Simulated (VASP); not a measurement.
# K (Fm-3m) in VASP: a series of runs

K is run at these levels: PBEsol; tasks: single point, relaxation of cell and atoms.

Program: VASP 6.6.1. These are calculated values, not measurements. Logs are shortened: lines on timing, memory, paths and dates and some standing lists are left out, and cuts for length are marked.

### 1 The cell of the first run

The structure is cubic, space group Fm-3m (No. 225). The conventional cell has a = 6.356 Å, b = 6.356 Å, c = 6.356 Å, α = 90.00°, β = 90.00°, γ = 90.00°. K (site symmetry m-3m) has 12 K at 4.49 Å within 5.9 Å.

### 2 Single point, PBEsol (volume scaled by 0.9)

Contents of INCAR:

```
SYSTEM = K
PREC = Accurate
ENCUT = 520
EDIFF = 1E-7
ISMEAR = -1
SIGMA = 0.1
LREAL = .FALSE.
LASPH = .TRUE.
NELM = 60
ALGO = Normal
ISIF = 2
LWAVE = .FALSE.
LCHARG = .FALSE.
GGA = PS
NBANDS = 10
```

Contents of KPOINTS:

```
Automatic mesh
0
G
  11 11 11
  0 0 0
```

Contents of POSCAR:

```
K
1.0
    0.0000000000      3.1779522832      3.1779522832
    3.1779522832      0.0000000000      3.1779522832
    3.1779522832      3.1779522832      0.0000000000
K
1
Direct
    0.0000000000      0.0000000000      0.0000000000
```

Potentials or basis: VASP PAW PBE potentials, release 64 (K_sv).

Run with:

```
$ cat potpaw_PBE.64/K_sv/POTCAR > POTCAR
$ mpirun -np 1 vasp_std > vasp.out
```

OUTCAR:

```text
SYSTEM = K
   PREC = Accurate
   ENCUT = 520
   EDIFF = 1E-7
   ISMEAR = -1
   LREAL = .FALSE.
   LASPH = .TRUE.
   NELM = 60
   ISIF = 2
   GGA = PS

 ion  position               nearest neighbor table
   1  0.000  0.000  0.000-

  LATTYP: Found a face centered cubic cell.
 ALAT       =     6.3559045664

  Lattice vectors:

 A1 = (   0.0000000000,   3.1779522832,   3.1779522832)
 A2 = (   3.1779522832,   0.0000000000,   3.1779522832)
 A3 = (   3.1779522832,   3.1779522832,   0.0000000000)

Analysis of symmetry for initial positions (statically):
=====================================================================
 Subroutine PRICEL returns:
 Original cell was already a primitive cell.

 Routine SETGRP: Setting up the symmetry group for a
 face centered cubic supercell.

 Subroutine GETGRP returns: Found 48 space group operations
 (whereof 48 operations were pure point group operations)
 out of a pool of 48 trial point group operations.

The static configuration has the point symmetry O_h .

Analysis of symmetry for dynamics (positions and initial velocities):
=====================================================================
 Subroutine PRICEL returns:
 Original cell was already a primitive cell.

 Routine SETGRP: Setting up the symmetry group for a
 face centered cubic supercell.

 Subroutine GETGRP returns: Found 48 space group operations
 (whereof 48 operations were pure point group operations)
 out of a pool of 48 trial point group operations.

The dynamic configuration has the point symmetry O_h .

 Subroutine INISYM returns: Found 48 space group operations
 (whereof 48 operations are pure point group operations),
 and found     1 'primitive' translations

----------------------------------------------------------------------------------------

                                     Primitive cell

  volume of cell :      64.1907

  direct lattice vectors                    reciprocal lattice vectors
     0.000000000  3.177952283  3.177952283    -0.157334017  0.157334017  0.157334017
     3.177952283  0.000000000  3.177952283     0.157334017 -0.157334017  0.157334017
     3.177952283  3.177952283  0.000000000     0.157334017  0.157334017 -0.157334017

  length of vectors
     4.494303219  4.494303219  4.494303219     0.272510512  0.272510512  0.272510512

  position of ions in fractional coordinates (direct lattice)
     0.000000000  0.000000000  0.000000000

  ion indices of the primitive-cell ions
   primitive index   ion index
                 1           1
[... 71 lines left out ...]
   NELM   =     60;   NELMIN=  2; NELMDL= -5     # of ELM steps
   EDIFF  = 0.1E-06   stopping-criterion for ELM
   LREAL  =      F    real-space projection
   EDIFFG = 0.1E-05   stopping-criterion for IOM
   NSW    =      0    number of steps for IOM
   IBRION =     -1    ionic relax: 0-MD 1-quasi-New 2-CG
   NFREE  =      0    steps in history (QN), initial steepest desc. (CG)
   ISIF   =      2    stress and relaxation
   ISYM   =      2    0-nonsym 1-usesym 2-fastsym
   POTIM  = 0.5000    time-step for ionic-motion
   TEBEG  =    0.0;   TEEND  =   0.0 temperature during run
   PSTRESS=    0.0 pullay stress
   NELECT =       9.0000    total number of electrons
   NUPDOWN=      -1.0000    fix difference up-down
   EMIN   =  10.00;   EMAX   =-10.00  energy-range for DOS
   EFERMI =   0.00;   METHOD = LEGACY
   ISMEAR =    -1;   SIGMA  =   0.10  broadening in eV -4-tet -1-fermi 0-gaus
   EFERMI_NEDOS =   21; number of points for ismear=-14 and -15
   IALGO  =     38    algorithm
   IMIX   =      4    mixing-type and parameters
     AMIX     =   0.40;   BMIX     =  1.00
     AMIX_MAG =   1.60;   BMIX_MAG =  1.00
  volume/ion in A,a.u.               =      64.19       433.18
  Fermi-wavevector in a.u.,A,eV,Ry     =   0.850482  1.607177  9.841354  0.723319
  Thomas-Fermi vector in A             =   1.966466
   LORBIT       =      0    0 simple, 1 ext, 2 COOP (PROOUT), +10 PAW based schemes
   GGA     = PS    functional components
   LHFCALC =     F    Hartree Fock is set to
   AEXX    =    0.0000 exact exchange contribution
   IVDW    =     0    specifies the selected vdW correction
   LEPSILON=     F    determine dielectric tensor
   LRPA    =     F    only Hartree local field effects (RPA)
 non-spin polarized calculation
  energy-cutoff  :      520.00
  volume of cell :       64.19
 maximum number of plane-waves:      1759
 NGX is ok and might be reduce to    36
   NGX = 17   NGY = 17   NGZ = 17

 number of electron       8.9999999 magnetization

 Free energy of the ion-electron system (eV)
  ---------------------------------------------------
  ext. energy  EPLUGINS =         0.00000000
  ---------------------------------------------------
  free energy    TOTEN  =        -1.13611349 eV

  energy without entropy =       -1.11120460  energy(sigma->0) =       -1.12365904

 E-fermi :   0.1565     XC(G=0):  -6.0469

 val. band max:        0.1121477443   @ k =  -0.2727   0.2727   0.0000
 cond. band min:       0.1617438837   @ k =   0.4545   0.0000   0.0000
 fundamental gap:      0.0495961394
 Fermi energy:         0.1564823730

 k-point     1 :       0.0000    0.0000    0.0000
  band No.  band energies     occupation
      1     -31.7672      2.00000
      2     -15.2657      2.00000
      3     -15.2657      2.00000
      4     -15.2657      2.00000
      5      -2.2148      2.00000
      6       4.4787      0.00000
      7       4.4787      0.00000
      8       4.4787      0.00000
      9       5.8497      0.00000
     10       5.8497      0.00000
[... 287 lines left out ...]
 k-point    24 :      -0.1818    0.1818    0.0000
  band No.  band energies     occupation
      1     -31.7624      2.00000
      2     -15.3260      2.00000
      3     -15.2909      2.00000
      4     -15.2732      2.00000
      5      -1.1084      1.99999
      6       2.9473      0.00000
      7       3.7259      0.00000
      8       4.9012      0.00000
      9       5.1201      0.00000
     10       6.2838      0.00000

 [... further k-points ...]
[... 5 lines left out ...]
  --------------------------------------------------------------------------------------
  -------------------------------------------------------------------------------------
  Total        0.1830976      0.1830976      0.1830976      0.0000000      0.0000000     -0.0000000
  in kB        4.5700527      4.5700527      4.5700527      0.0000000      0.0000000     -0.0000000
  external PRESSURE =       4.5700527 kB  Pullay stress =       0.0000000 kB

 VOLUME and BASIS-vectors are now :
 -----------------------------------------------------------------------------
  energy-cutoff  :      520.00
  volume of cell :       64.19
      direct lattice vectors                 reciprocal lattice vectors
     0.000000000  3.177952283  3.177952283    -0.157334017  0.157334017  0.157334017
     3.177952283  0.000000000  3.177952283     0.157334017 -0.157334017  0.157334017
     3.177952283  3.177952283  0.000000000     0.157334017  0.157334017 -0.157334017

 POSITION                                       TOTAL-FORCE (eV/Angst)
 -----------------------------------------------------------------------------------
      0.00000      0.00000      0.00000         0.000000      0.000000     -0.000000
 -----------------------------------------------------------------------------------
    total drift:                               -0.000000      0.000000      0.000000

  FREE ENERGIE OF THE ION-ELECTRON SYSTEM (eV)
  ---------------------------------------------------
  free  energy   TOTEN  =        -1.1361134852 eV

  energy  without entropy=       -1.1112046009  energy(sigma->0) =       -1.12365904
```

OSZICAR:

```text
N       E                     dE             d eps       ncg     rms          rms(c)
DAV:   1     0.452528342753E+02    0.45253E+02   -0.37407E+03  1120   0.707E+02
DAV:   2     0.303178822746E+00   -0.44950E+02   -0.44345E+02  1188   0.194E+02
DAV:   3    -0.109143080810E+01   -0.13946E+01   -0.13904E+01  1756   0.274E+01
DAV:   4    -0.113765452832E+01   -0.46224E-01   -0.46171E-01  1460   0.416E+00
DAV:   5    -0.113950767214E+01   -0.18531E-02   -0.18530E-02  1762   0.579E-01    0.232E+00
DAV:   6    -0.113679865426E+01    0.27090E-02   -0.43349E-03  1532   0.476E-01    0.151E+00
DAV:   7    -0.113611656708E+01    0.68209E-03   -0.73952E-03  1460   0.562E-01    0.100E-01
DAV:   8    -0.113610319121E+01    0.13376E-04   -0.88295E-04  1610   0.292E-01    0.298E-02
DAV:   9    -0.113611518728E+01   -0.11996E-04   -0.23335E-05  1424   0.439E-02    0.139E-02
DAV:  10    -0.113611398205E+01    0.12052E-05   -0.10110E-05  1514   0.253E-02    0.381E-03
DAV:  11    -0.113611371202E+01    0.27003E-06   -0.14198E-07  1444   0.336E-03    0.159E-03
DAV:  12    -0.113611346447E+01    0.24756E-06   -0.34546E-08   818   0.155E-03    0.264E-04
DAV:  13    -0.113611348521E+01   -0.20745E-07   -0.72733E-09   790   0.625E-04
   1 F= -.11361135E+01 E0= -.11236590E+01  d E =-.249089E-01
```

stdout:

```text
POSCAR found type information on POSCAR K
 POSCAR found :  1 types and       1 ions
 scaLAPACK will be used
 -----------------------------------------------------------------------------
|                                                                             |
|                                                                             |
|     You enforced a specific xc type in the INCAR file but a different       |
|     I HOPE YOU KNOW WHAT YOU ARE DOING!                                     |
|                                                                             |
 -----------------------------------------------------------------------------

 LDA part: xc-table for (Slater+PW92), standard interpolation
 POSCAR, INCAR and KPOINTS ok, starting setup
 FFT: planning ... GRIDC
 FFT: planning ... GRID_SOFT
 FFT: planning ... GRID
 WAVECAR not read
 entering main loop
```

Wall time 25 s (1 thread of Intel Xeon Platinum 8488C (Sapphire Rapids), shared host); peak memory 0.21 GiB.

Results:

```yaml
Free_energy: -1.1361 eV
Pressure: 0.5 GPa
```

Caveat: the cell differs from its parent crystal (volume scaled by 0.9); the PAW data sets were made with another functional, which shifts forces and pressure a little.

### 3 Single point, PBEsol

This run uses another cell than the first one, of 71.32 Å³/atom, 1.111 times its volume.

Contents of INCAR:

```
  ALGO = Normal
  EDIFF = 1E-7
  ENCUT = 520
  GGA = PS
  ISIF = 2
  ISMEAR = -1
  LASPH = T
  LCHARG = F
  LREAL = F
  LWAVE = F
  NBANDS = 10
  NELM = 60
  PREC = Accurate
  SIGMA = 0.1
```

Contents of KPOINTS:

```
k-points
0
Gamma
  11 11 11
```

Contents of POSCAR:

```
K
1.0
    0.0000000000      3.2915455456      3.2915455456
    3.2915455456      0.0000000000      3.2915455456
    3.2915455456      3.2915455456      0.0000000000
K
1
Direct
    0.0000000000      0.0000000000      0.0000000000
```

Potentials or basis: VASP PAW PBE potentials, release 64 (K_sv).

Run with:

```
$ cat potpaw_PBE.64/K_sv/POTCAR > POTCAR
$ mpirun -np 1 vasp_std > vasp.out
```

OUTCAR:

```text
EDIFF = 1E-7
   ENCUT = 520
   GGA = PS
   ISIF = 2
   ISMEAR = -1
   LASPH = T
   LREAL = F
   NELM = 60
   PREC = Accurate

 ion  position               nearest neighbor table
   1  0.000  0.000  0.000-

  LATTYP: Found a face centered cubic cell.
 ALAT       =     6.5830910912

  Lattice vectors:

 A1 = (   0.0000000000,   3.2915455456,   3.2915455456)
 A2 = (   3.2915455456,   0.0000000000,   3.2915455456)
 A3 = (   3.2915455456,   3.2915455456,   0.0000000000)

Analysis of symmetry for initial positions (statically):
[... 481 lines left out ...]
      4     -15.5838      2.00000
      5      -1.2837      1.99999
      6       2.6448      0.00000
      7       3.3762      0.00000
      8       4.5271      0.00000
      9       4.7404      0.00000
     10       5.8030      0.00000

 [... further k-points ...]
[... 5 lines left out ...]
  --------------------------------------------------------------------------------------
  -------------------------------------------------------------------------------------
  Total       -0.0045565     -0.0045565     -0.0045565      0.0000000     -0.0000000      0.0000000
  in kB       -0.1023549     -0.1023549     -0.1023549      0.0000000     -0.0000000      0.0000000
  external PRESSURE =      -0.1023549 kB  Pullay stress =       0.0000000 kB

 VOLUME and BASIS-vectors are now :
 -----------------------------------------------------------------------------
  energy-cutoff  :      520.00
  volume of cell :       71.32
      direct lattice vectors                 reciprocal lattice vectors
     0.000000000  3.291545546  3.291545546    -0.151904324  0.151904324  0.151904324
     3.291545546  0.000000000  3.291545546     0.151904324 -0.151904324  0.151904324
     3.291545546  3.291545546  0.000000000     0.151904324  0.151904324 -0.151904324

 POSITION                                       TOTAL-FORCE (eV/Angst)
 -----------------------------------------------------------------------------------
      0.00000      0.00000      0.00000        -0.000000     -0.000000     -0.000000
 -----------------------------------------------------------------------------------
    total drift:                               -0.000000      0.000000      0.000000

  FREE ENERGIE OF THE ION-ELECTRON SYSTEM (eV)
  ---------------------------------------------------
  free  energy   TOTEN  =        -1.1458158352 eV

  energy  without entropy=       -1.1198667346  energy(sigma->0) =       -1.13284128
```

stdout:

```text
POSCAR found type information on POSCAR K
 POSCAR found :  1 types and       1 ions
 scaLAPACK will be used
 -----------------------------------------------------------------------------
|                                                                             |
|                                                                             |
|     You enforced a specific xc type in the INCAR file but a different       |
|     I HOPE YOU KNOW WHAT YOU ARE DOING!                                     |
|                                                                             |
 -----------------------------------------------------------------------------

 LDA part: xc-table for (Slater+PW92), standard interpolation
 POSCAR, INCAR and KPOINTS ok, starting setup
 FFT: planning ... GRIDC
 FFT: planning ... GRID_SOFT
 FFT: planning ... GRID
 WAVECAR not read
 entering main loop
```

It took 28 s on 1 thread of Intel Xeon Platinum 8488C (Sapphire Rapids), shared host; peak memory 0.21 GiB.

Results:

- Free energy: -1.1458 eV
- Pressure: 0.0 GPa

Levels at points of the mesh, in eV from the Fermi level:
```tsv
k point	band 1	band 2	band 3	band 4	band 5	band 6	band 7	band 8	band 9	band 10
(0.00, 0.00, 0.00)	-31.98	-15.49	-15.49	-15.49	-2.21	4.23	4.23	4.23	5.52	5.52
```

Caveat: the PAW data sets were made with another functional, which shifts forces and pressure a little.

### 4 Relaxation of cell and atoms, PBEsol

This run uses another cell than the first one, of 71.32 Å³/atom, 1.111 times its volume.

Contents of INCAR:

```
SYSTEM = K
PREC = Accurate
ENCUT = 600
EDIFF = 1E-7
ISMEAR = -1
SIGMA = 0.1
LREAL = .FALSE.
LASPH = .TRUE.
NELM = 100
ALGO = Normal
ISIF = 3
LWAVE = .FALSE.
LCHARG = .FALSE.
GGA = PS
IBRION = 2
NSW = 60
EDIFFG = -0.005
```

Contents of KPOINTS:

```
regular mesh
0
G
  11 11 11
  0 0 0
```

POSCAR is that of step 3.

Run with:

```
$ cat potpaw_PBE.64/K_sv/POTCAR > POTCAR
$ mpirun -np 1 vasp_std > vasp.out
```

It took 35 s on 1 thread of Intel Xeon Platinum 8488C (Sapphire Rapids), shared host; peak memory 0.24 GiB.

Results (log left out):

- Free energy: -1.1458 eV
- Pressure after relaxing: 0.0 GPa

Final structure:
```yaml
crystal:
  lattice:
    - [0.00000, 3.29155, 3.29155]
    - [3.29155, 0.00000, 3.29155]
    - [3.29155, 3.29155, 0.00000]
  atoms:
    - { symbol: K, position: [0.00000, 0.00000, 0.00000] }
```

Levels at points of the mesh, in eV from the Fermi level:
| k point | band 1 | band 2 | band 3 | band 4 | band 5 | band 6 | band 7 | band 8 |
| --- | --- | --- | --- | --- | --- | --- | --- | --- |
| (0.00, 0.00, 0.00) | -31.98 | -15.49 | -15.49 | -15.49 | -2.21 | 4.23 | 4.23 | 4.23 |

Caveat: the relaxation stopped at its first step, so nothing moved; the PAW data sets were made with another functional, which shifts forces and pressure a little.

### 5 Single point, PBEsol (volume scaled by 0.4)

Contents of INCAR:

```
SYSTEM = K
PREC = Accurate ; ENCUT = 520
EDIFF = 1E-7 ; ISMEAR = -1
SIGMA = 0.1 ; LREAL = .FALSE.
LASPH = .TRUE. ; NELM = 100
ALGO = Normal ; ISIF = 2
LWAVE = .FALSE. ; LCHARG = .FALSE.
GGA = PS ; NBANDS = 10
```

Contents of KPOINTS:

```
Automatic mesh
0
G
  11 11 11
  0 0 0
```

Contents of POSCAR:

```
K
1.0
    0.0000000000      2.4252314938      2.4252314938
    2.4252314938      0.0000000000      2.4252314938
    2.4252314938      2.4252314938      0.0000000000
K
1
Direct
    0.0000000000      0.0000000000      0.0000000000
```

Run with:

```
$ cat potpaw_PBE.64/K_sv/POTCAR > POTCAR
$ mpirun -np 1 vasp_std > vasp.out
```

Run time: 8.8 s. Hardware: 1 thread of AMD EPYC 9R45 (Zen 5), shared host; peak memory 0.13 GiB.

The run converged. Its results:

```
Free energy : -0.0234 eV
Pressure    : 16.3 GPa
```

Levels at points of the mesh, in eV from the Fermi level:
| k point | band 1 | band 2 | band 3 | band 4 | band 5 | band 6 | band 7 | band 8 | band 9 | band 10 |
| --- | --- | --- | --- | --- | --- | --- | --- | --- | --- | --- |
| (0.00, 0.00, 0.00) | -32.29 | -15.25 | -15.25 | -15.25 | -3.43 | 4.56 | 4.56 | 4.56 | 6.97 | 6.97 |

Caveat: the cell differs from its parent crystal (volume scaled by 0.4); the PAW data sets were made with another functional, which shifts forces and pressure a little.

### 6 The runs side by side

| task | cell | cutoff (eV) | gap on the mesh (eV) | pressure (GPa) |
| --- | --- | --- | --- | --- |
| single point | a = 4.494 Å, angles 60.0°, 1 atom | 520 | none | 0.5 |
| single point | a = 4.655 Å, angles 60.0°, 1 atom | 520 | none | 0.0 |
| relaxation of cell and atoms | relaxed from a = 4.655 Å, angles 60.0°, 1 atom | 600 | none | 0.0 |
| single point | a = 3.430 Å, angles 60.0°, 1 atom | 520 | none | 16.3 |

Alike in all rows: level PBEsol; potentials or basis VASP PAW PBE potentials, release 64 (K_sv); no spin polarisation; k mesh 11 × 11 × 11; smearing fermi-dirac 0.1 eV.

Caveats: the PAW data sets were made with another functional, which shifts forces and pressure a little; the relaxation stopped at its first step, so nothing moved (some runs).

Absolute energies hang on the potentials; compare differences alone.
